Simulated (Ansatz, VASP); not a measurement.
**Ge in VASP and in Ansatz**

```
Ge
1.0
     0.00000    2.82900    2.82900
     2.82900    0.00000    2.82900
     2.82900    2.82900    0.00000
Ge
2
Cartesian
  0.0000 0.0000 0.0000
  1.4145 1.4145 1.4145
```

Alike in both runs: task relaxation of cell and atoms; functional LDA; k mesh 10 × 10 × 10; occupations gaussian, width 0.01 eV; no spin polarisation.

|  | VASP | Ansatz |
| --- | --- | --- |
| version | VASP 6.6.1 | Ansatz 0.2.0 |
| potentials or method | VASP PAW LDA potentials, release 64 (Ge_d) | scalar-relativistic, plane waves, PAW |
| plane-wave cutoff (eV) | 600 | 420 |
| valence electrons in the cell | 28 | 28 |

|  | VASP | Ansatz | Ansatz less VASP |
| --- | --- | --- | --- |
| relaxed volume (Å³/atom) | 22.25 | 22.21 | -0.042 |
| relaxed length of the cell vector where the two differ most in proportion (Å) | 3.978 | 3.975 | -0.0025 |

LDA's correlation is that of Perdew and Zunger in VASP and of Perdew and Wang (1992) in Ansatz.
